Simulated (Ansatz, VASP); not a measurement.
# Mg: VASP beside Ansatz

```xyz
1
Lattice="-1.7552 1.7552 1.6307 1.7552 -1.7552 1.6307 1.7552 1.7552 -1.6307" Properties=species:S:1:pos:R:3 pbc="T T T"
Mg    0.0000    0.0000    0.0000
```

Alike in both runs: task single point; functional PBE; k mesh 16 × 16 × 16; occupations gaussian, width 0.1 eV; no spin polarisation.

|  | VASP | Ansatz |
| --- | --- | --- |
| version | VASP 6.6.1 | Ansatz 0.2.0 |
| potentials or method | VASP PAW PBE potentials, release 64 (Mg), cutoff 520 eV | scalar-relativistic, plane waves, PAW |
| valence electrons in the cell | 2 | 10 |

|  | VASP | Ansatz | Ansatz less VASP |
| --- | --- | --- | --- |
| gap on the k mesh at the Fermi level (eV) | none | none | - |
| pressure (GPa) | 6.0 | 6.2 | +0.11 |
| traceless stress, the component that is largest in VASP (GPa) | 0.30 | 0.30 | -0.001 |

A gap of «none» marks a metal or a gap that the smearing closes. VASP's potentials hold 2 valence electrons a cell and Ansatz's 10, so a difference there can come from the potentials and not from the codes.
